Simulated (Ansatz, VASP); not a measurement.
# One calculation of Cs4Ti, two programs

INCAR

```
PREC = Accurate
ENCUT = 520
EDIFF = 1E-7
ISMEAR = 0
SIGMA = 0.1
LREAL = False
LASPH = True
NELM = 150
ALGO = Normal
ISIF = 2
LWAVE = False
LCHARG = False
ISPIN = 2
MAGMOM = 0 0 0 0 1
LORBIT = 11
LMAXMIX = 4
GGA = PE
NBANDS = 36
```

The input KPOINTS:

```
regular mesh
0
Gamma
  2 2 2
```

Contents of POSCAR:

```
Cs4Ti
1.0
    7.8342433368      0.0000000000      0.0000000000
    0.0000000000      7.8342433368      0.0000000000
    0.0000000000      0.0000000000      7.8342433368
Cs Ti
4 1
Direct
    0.2738247278      0.2738247278      0.2738247278
    0.7261752722      0.7261752722      0.2738247278
    0.2738247278      0.7261752722      0.7261752722
    0.7261752722      0.2738247278      0.7261752722
    0.0000000000      0.0000000000      0.0000000000
```

Input for Ansatz:

```yaml
crystal:
  lattice:
    - [7.8342433368, 0.0, 0.0]
    - [0.0, 7.8342433368, 0.0]
    - [0.0, 0.0, 7.8342433368]
  atoms:
    - { symbol: Cs, position: [0.2738247278, 0.2738247278, 0.2738247278] }
    - { symbol: Cs, position: [0.7261752722, 0.7261752722, 0.2738247278] }
    - { symbol: Cs, position: [0.2738247278, 0.7261752722, 0.7261752722] }
    - { symbol: Cs, position: [0.7261752722, 0.2738247278, 0.7261752722] }
    - { symbol: Ti, position: [0.0, 0.0, 0.0], spin: 1.0 }
basis:
  ecutwfc: 420
kpoints:
  mp_grid: { grid: [2, 2, 2] }
hamiltonian:
  xc: pbe
scf:
  occupations: { method: gaussian, width: 0.1 }
  lower_state_search: "off"
output:
  forces: true
  stress: true
  eigenvalues: true
  populations: true
magnetization:
  spin_polarized: true
```

Change from the starting cell: species swapped into the SnI4 type (P-43m, No. 215).

Alike in both runs: task single point; functional PBE; k mesh 2 × 2 × 2; occupations gaussian, width 0.1 eV; collinear spin.

|  | VASP | Ansatz |
| --- | --- | --- |
| version | VASP 6.6.1 | Ansatz 0.2.0 |
| potentials or method | VASP PAW PBE potentials, release 64 (Cs_sv, Ti_sv), cutoff 520 eV | scalar-relativistic, plane waves, PAW |
| valence electrons in the cell | 48 | 48 |

|  | VASP | Ansatz | Ansatz less VASP |
| --- | --- | --- | --- |
| gap on the k mesh at the Fermi level (eV) | none | none | - |
| pressure (GPa) | -0.1 | -0.1 | 0.00 |
| rms of the force components (eV/Å) | 0.024 | 0.026 | +0.0019 |
| net moment per atom (μB) | 0.89 | 0.89 | 0.000 |
| size of the moment on the site where the two differ most (μB) | 2.05 | 2.51 | +0.458 |

Site moments also hang on the region over which each program counts them. Atom by atom the forces differ by 0.002 eV/Å (rms over components). A gap of «none» marks a metal or a gap that the smearing closes.

The k mesh is coarse, so the values compare programs but aren't converged. Neither program's run includes spin-orbit coupling.
